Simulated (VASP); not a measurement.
A run of VASP 6.6.1 is set up as follows.

File POSCAR:

```
CdSe
1.0
    0.0000000000      3.0702711986      3.0702711986
    3.0702711986      0.0000000000      3.0702711986
    3.0702711986      3.0702711986      0.0000000000
Cd Se
1 1
Direct
    0.0000000000      0.0000000000      0.0000000000
    0.2500000000      0.2500000000      0.2500000000
```

INCAR.step1

```
SYSTEM = CdSe
ALGO = Normal ; EDIFF = 1E-4
ENCUT = 520 ; GGA = PE
ISMEAR = -1 ; LASPH = .TRUE.
LCHARG = .FALSE. ; LREAL = .FALSE.
LWAVE = .TRUE. ; NBANDS = 16
NELM = 80 ; PREC = Accurate
SIGMA = 0.05
```

INCAR.step2

```
SYSTEM = CdSe
ALGO = Normal ; EDIFF = 1E-6
ENCUT = 520 ; ISIF = 2
ISMEAR = -1 ; ISTART = 1
IVDW = 12 ; LASPH = .TRUE.
LCHARG = .TRUE. ; LELF = .TRUE.
LMIXTAU = .TRUE. ; LREAL = .FALSE.
LVHAR = .TRUE. ; LWAVE = .FALSE.
METAGGA = R2SCAN ; NBANDS = 16
NELM = 80 ; PREC = Accurate
SIGMA = 0.05 ; VDW_A1 = 0.49484001
VDW_A2 = 5.73083694 ; VDW_S6 = 1.0
VDW_S8 = 0.78981345
```

Contents of KPOINTS:

```
k-points
0
G
  8 8 8
  0 0 0
```

Potentials or basis: VASP PAW PBE potentials, release 64 (Cd, Se).

Run with:

```console
$ cat potpaw_PBE.64/Cd/POTCAR potpaw_PBE.64/Se/POTCAR > POTCAR
$ cp INCAR.step1 INCAR
$ mpirun -np 1 vasp_std > vasp.out
$ cp INCAR.step2 INCAR
$ mpirun -np 1 vasp_std > vasp.out
```

Estimate the pressure.

-0.8 GPa.

Estimate the band gap on the k mesh.

1.02 eV, direct.

What does it give for the dispersion energy per atom?

-0.150 eV.

Caveat: the PAW data sets were made with another functional, which shifts forces and pressure a little. r2SCAN opens gaps a little over a GGA but as a rule still falls short of measured ones.
